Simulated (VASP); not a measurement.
# B (Fm-3m) in VASP: single point with PBE

Aim: the single point of B with PBE.

Program: VASP 6.6.1. These are calculated values, not measurements. Logs are shortened: lines on timing, memory, paths and dates and some standing lists are left out, and cuts for length are marked.

## 1. The cell of the first run

The structure is cubic, space group Fm-3m (No. 225). The conventional cell has a = 4.538 Å, b = 4.538 Å, c = 4.538 Å, α = 90.00°, β = 90.00°, γ = 90.00°. B (site symmetry m-3m) has 12 B at 3.21 Å within 4.2 Å.

## 2. Single point, PBE

Input file INCAR:

```
SYSTEM = B
ALGO     = Normal         ! electronic algorithm
EDIFF    = 1E-6           ! SCF threshold, eV
ENCUT    = 520            ! plane-wave cutoff, eV
GGA      = PE             ! functional
ISIF     = 2              ! what is computed and relaxed
ISMEAR   = -1             ! smearing method
LASPH    = .True.         ! aspherical terms in the spheres
LCHARG   = .True.         ! write CHGCAR
LELF     = .True.         ! ELF
LREAL    = .False.        ! projectors in reciprocal space
LVHAR    = .True.       
LWAVE    = .False.        ! write WAVECAR
NBANDS   = 8              ! bands
NELM     = 80             ! most SCF steps
PREC     = Accurate       ! precision mode
SIGMA    = 0.1            ! smearing width, eV
```

Input file KPOINTS:

```
k-points
0
Gamma
  6 6 6
  0 0 0
```

Input file POSCAR:

```
B
1.0
    0.0000000000      2.2690000000      2.2690000000
    2.2690000000      0.0000000000      2.2690000000
    2.2690000000      2.2690000000      0.0000000000
B
1
Direct
    0.0000000000      0.0000000000      0.0000000000
```

Potentials or basis: VASP PAW PBE potentials, release 64 (B).

Launch:

```sh
$ cat potpaw_PBE.64/B/POTCAR > POTCAR
$ mpirun -np 1 vasp_std > vasp.out
```

OUTCAR:

```text
SYSTEM = B
   EDIFF = 1E-6
   ENCUT = 520
   GGA = PE
   ISIF = 2
   ISMEAR = -1
   LASPH = .True.
   LREAL = .False.
   NELM = 80
   PREC = Accurate

 ion  position               nearest neighbor table
   1  0.000  0.000  0.000-

  LATTYP: Found a face centered cubic cell.
 ALAT       =     4.5380000000

  Lattice vectors:

 A1 = (   0.0000000000,   2.2690000000,   2.2690000000)
 A2 = (   2.2690000000,   0.0000000000,   2.2690000000)
 A3 = (   2.2690000000,   2.2690000000,   0.0000000000)

Analysis of symmetry for initial positions (statically):
=====================================================================
 Subroutine PRICEL returns:
 Original cell was already a primitive cell.

 Routine SETGRP: Setting up the symmetry group for a
 face centered cubic supercell.

 Subroutine GETGRP returns: Found 48 space group operations
 (whereof 48 operations were pure point group operations)
 out of a pool of 48 trial point group operations.

The static configuration has the point symmetry O_h .

Analysis of symmetry for dynamics (positions and initial velocities):
=====================================================================
 Subroutine PRICEL returns:
 Original cell was already a primitive cell.

 Routine SETGRP: Setting up the symmetry group for a
 face centered cubic supercell.

 Subroutine GETGRP returns: Found 48 space group operations
 (whereof 48 operations were pure point group operations)
 out of a pool of 48 trial point group operations.

The dynamic configuration has the point symmetry O_h .

 Subroutine INISYM returns: Found 48 space group operations
 (whereof 48 operations are pure point group operations),
 and found     1 'primitive' translations

----------------------------------------------------------------------------------------

                                     Primitive cell

  volume of cell :      23.3633

  direct lattice vectors                    reciprocal lattice vectors
     0.000000000  2.269000000  2.269000000    -0.220361393  0.220361393  0.220361393
     2.269000000  0.000000000  2.269000000     0.220361393 -0.220361393  0.220361393
     2.269000000  2.269000000  0.000000000     0.220361393  0.220361393 -0.220361393

  length of vectors
     3.208850573  3.208850573  3.208850573     0.381677128  0.381677128  0.381677128

  position of ions in fractional coordinates (direct lattice)
     0.000000000  0.000000000  0.000000000

  ion indices of the primitive-cell ions
   primitive index   ion index
                 1           1

----------------------------------------------------------------------------------------

 KPOINTS: k-points

Automatic generation of k-mesh.
 Grid dimensions read from file:
 generate k-points for:    6    6    6

 Generating k-lattice:

  Cartesian coordinates                     Fractional coordinates (reciprocal lattice)
    -0.036726899  0.036726899  0.036726899     0.166666667  0.000000000  0.000000000
     0.036726899 -0.036726899  0.036726899     0.000000000  0.166666667  0.000000000
     0.036726899  0.036726899 -0.036726899     0.000000000  0.000000000  0.166666667

  Length of vectors
     0.063612855  0.063612855  0.063612855

  Shift w.r.t. Gamma in fractional coordinates (k-lattice)
     0.000000000  0.000000000  0.000000000

 Subroutine IBZKPT returns following result:
 ===========================================

 Found     16 irreducible k-points:

 Following reciprocal coordinates:
            Coordinates               Weight
  0.000000  0.000000  0.000000      1.000000
  0.166667  0.000000  0.000000      8.000000
  0.333333  0.000000  0.000000      8.000000
  0.500000  0.000000  0.000000      4.000000
  0.166667  0.166667  0.000000      6.000000
  0.333333  0.166667  0.000000     24.000000
[... 8 lines left out ...]
 -0.333333  0.333333  0.166667     24.000000
 -0.333333  0.500000  0.166667     12.000000
   k-points           NKPTS =     16   k-points in BZ     NKDIM =     16   number of bands    NBANDS=      8
   number of dos      NEDOS =    301   number of ions     NIONS =      1
   total plane-waves  NPLWV =  13824
   dimension x,y,z NGX =    24 NGY =   24 NGZ =   24
   dimension x,y,z NGXF=    48 NGYF=   48 NGZF=   48
   ions per type =               1
   NGX,Y,Z   is equivalent  to a cutoff of  12.43, 12.43, 12.43 a.u.
   NGXF,Y,Z  is equivalent  to a cutoff of  24.87, 24.87, 24.87 a.u.
 SYSTEM =  B
   PREC   = accura    normal or accurate (medium, high low for compatibility)
   ISTART =      0    job   : 0-new  1-cont  2-samecut
   ICHARG =      2    charge: 1-file 2-atom 10-const
   ISPIN  =      1    spin polarized calculation?
   LNONCOLLINEAR =      F non collinear calculations
   LSORBIT =      F    spin-orbit coupling
   LASPH  =      T    aspherical Exc in radial PAW
   ENCUT  =  520.0 eV  38.22 Ry    6.18 a.u.   5.97  5.97  5.97*2*pi/ulx,y,z
   NELM   =     80;   NELMIN=  2; NELMDL= -5     # of ELM steps
   EDIFF  = 0.1E-05   stopping-criterion for ELM
   LREAL  =      F    real-space projection
   EDIFFG = 0.1E-04   stopping-criterion for IOM
   NSW    =      0    number of steps for IOM
   IBRION =     -1    ionic relax: 0-MD 1-quasi-New 2-CG
   NFREE  =      0    steps in history (QN), initial steepest desc. (CG)
   ISIF   =      2    stress and relaxation
   ISYM   =      2    0-nonsym 1-usesym 2-fastsym
   POTIM  = 0.5000    time-step for ionic-motion
   TEBEG  =    0.0;   TEEND  =   0.0 temperature during run
   PSTRESS=    0.0 pullay stress
   NELECT =       3.0000    total number of electrons
   NUPDOWN=      -1.0000    fix difference up-down
   EMIN   =  10.00;   EMAX   =-10.00  energy-range for DOS
   EFERMI =   0.00;   METHOD = LEGACY
   ISMEAR =    -1;   SIGMA  =   0.10  broadening in eV -4-tet -1-fermi 0-gaus
   EFERMI_NEDOS =   21; number of points for ismear=-14 and -15
   IALGO  =     38    algorithm
   IMIX   =      4    mixing-type and parameters
     AMIX     =   0.40;   BMIX     =  1.00
     AMIX_MAG =   1.60;   BMIX_MAG =  1.00
  volume/ion in A,a.u.               =      23.36       157.66
  Fermi-wavevector in a.u.,A,eV,Ry     =   0.825919  1.560760  9.281106  0.682142
  Thomas-Fermi vector in A             =   1.937861
   LORBIT       =      0    0 simple, 1 ext, 2 COOP (PROOUT), +10 PAW based schemes
   GGA     = PE    functional components
   LHFCALC =     F    Hartree Fock is set to
   AEXX    =    0.0000 exact exchange contribution
   IVDW    =     0    specifies the selected vdW correction
   LEPSILON=     F    determine dielectric tensor
   LRPA    =     F    only Hartree local field effects (RPA)
 non-spin polarized calculation
  energy-cutoff  :      520.00
  volume of cell :       23.36
 maximum number of plane-waves:       636
   NGX = 11   NGY = 11   NGZ = 11

 number of electron       3.0000000 magnetization

 Free energy of the ion-electron system (eV)
  ---------------------------------------------------
  ext. energy  EPLUGINS =         0.00000000
  ---------------------------------------------------
  free energy    TOTEN  =        -2.23150480 eV

  energy without entropy =       -2.19944071  energy(sigma->0) =       -2.21547275

 E-fermi :  -0.8598     XC(G=0):  -7.8269

 val. band max:       -0.9434684355   @ k =   0.5000   0.3333   0.0000
 cond. band min:      -0.7120415723   @ k =  -0.3333   0.3333   0.0000
 fundamental gap:      0.2314268632
 Fermi energy:        -0.8598188721

 k-point     1 :       0.0000    0.0000    0.0000
  band No.  band energies     occupation
      1      -8.4471      2.00000
      2       3.8343      0.00000
      3       3.8343      0.00000
      4       3.8343      0.00000
      5      12.3575      0.00000
      6      15.8527      0.00000
      7      15.8527      0.00000
      8      15.8527      0.00000

 k-point     2 :       0.1667    0.0000    0.0000
  band No.  band energies     occupation
      1      -7.9630      2.00000
      2       2.4258      0.00000
      3       3.6550      0.00000
      4       3.6550      0.00000
      5      12.7040      0.00000
      6      13.8932      0.00000
      7      16.2330      0.00000
      8      16.2330      0.00000

 k-point     3 :       0.3333    0.0000    0.0000
  band No.  band energies     occupation
      1      -6.5854      2.00000
      2      -0.4888      0.04776
      3       3.3393      0.00000
      4       3.3393      0.00000
      5      11.8484      0.00000
      6      14.2508      0.00000
      7      15.3433      0.00000
      8      15.3433      0.00000

 k-point     4 :       0.5000    0.0000    0.0000
  band No.  band energies     occupation
      1      -5.1917      2.00000
      2      -2.5426      2.00000
      3       3.1986      0.00000
      4       3.1986      0.00000
      5      11.4926      0.00000
      6      14.3929      0.00000
      7      14.7334      0.00000
      8      14.7334      0.00000

 k-point     5 :       0.1667    0.1667    0.0000
  band No.  band energies     occupation
      1      -7.8021      2.00000
      2       2.8072      0.00000
      3       3.2044      0.00000
      4       3.2044      0.00000
      5      12.5783      0.00000
      6      12.8151      0.00000
      7      16.3513      0.00000
      8      16.9167      0.00000
[... 89 lines left out ...]
 k-point    14 :       0.5000    0.3333    0.1667
  band No.  band energies     occupation
      1      -5.4426      2.00000
      2      -0.1767      0.00216
      3       1.0004      0.00000
      4       2.3672      0.00000
      5      10.8598      0.00000
      6      12.4009      0.00000
      7      14.7420      0.00000
      8      17.6572      0.00000

 k-point    15 :      -0.3333    0.3333    0.1667
  band No.  band energies     occupation
      1      -4.2752      2.00000
      2      -1.3438      1.98430
      3       0.4926      0.00000
      4       1.8807      0.00000
      5      10.6212      0.00000
      6      13.3013      0.00000
      7      14.5339      0.00000
      8      17.1358      0.00000

 k-point    16 :      -0.3333    0.5000    0.1667
  band No.  band energies     occupation
      1      -3.8229      2.00000
      2      -1.1841      1.92486
      3       0.4664      0.00000
      4       1.0656      0.00000
      5       9.7148      0.00000
      6      11.9314      0.00000
      7      15.7264      0.00000
      8      18.0997      0.00000

------------------------ aborting loop because EDIFF is reached ----------------------------------------

  FORCE on cell =-STRESS in cart. coord.  units (eV):
  Direction    XX          YY          ZZ          XY          YZ          ZX
  --------------------------------------------------------------------------------------
  -------------------------------------------------------------------------------------
  Total       -2.0840753     -2.0840753     -2.0840753      0.0000000      0.0000000     -0.0000000
  in kB     -142.9191759   -142.9191759   -142.9191759      0.0000000      0.0000000     -0.0000000
  external PRESSURE =    -142.9191759 kB  Pullay stress =       0.0000000 kB

 VOLUME and BASIS-vectors are now :
 -----------------------------------------------------------------------------
  energy-cutoff  :      520.00
  volume of cell :       23.36
      direct lattice vectors                 reciprocal lattice vectors
     0.000000000  2.269000000  2.269000000    -0.220361393  0.220361393  0.220361393
     2.269000000  0.000000000  2.269000000     0.220361393 -0.220361393  0.220361393
     2.269000000  2.269000000  0.000000000     0.220361393  0.220361393 -0.220361393

 POSITION                                       TOTAL-FORCE (eV/Angst)
 -----------------------------------------------------------------------------------
      0.00000      0.00000      0.00000         0.000000     -0.000000     -0.000000
 -----------------------------------------------------------------------------------
    total drift:                               -0.000000     -0.000000     -0.000000

  FREE ENERGIE OF THE ION-ELECTRON SYSTEM (eV)
  ---------------------------------------------------
  free  energy   TOTEN  =        -2.2315047968 eV

  energy  without entropy=       -2.1994407098  energy(sigma->0) =       -2.21547275
```

Run time: 1.8 s. Hardware: 1 thread of AMD EPYC 9R45 (Zen 5), shared host; peak memory 0.09 GiB.

What came out:

| Quantity | Value |
| --- | --- |
| Free energy | -2.2315 eV |
| Pressure | -14.3 GPa |

Levels at points of the mesh, in eV from the Fermi level:
| k point | band 1 | band 2 | band 3 | band 4 |
| --- | --- | --- | --- | --- |
| (0.00, 0.00, 0.00) | -7.59 | 4.69 | 4.69 | 4.69 |
| (0.50, 0.00, 0.00) | -4.33 | -1.68 | 4.06 | 4.06 |
| (0.50, 0.50, 0.00) | -3.10 | -0.95 | 2.59 | 2.59 |

Caveat: the k points lie up to 0.40 Å⁻¹ apart.
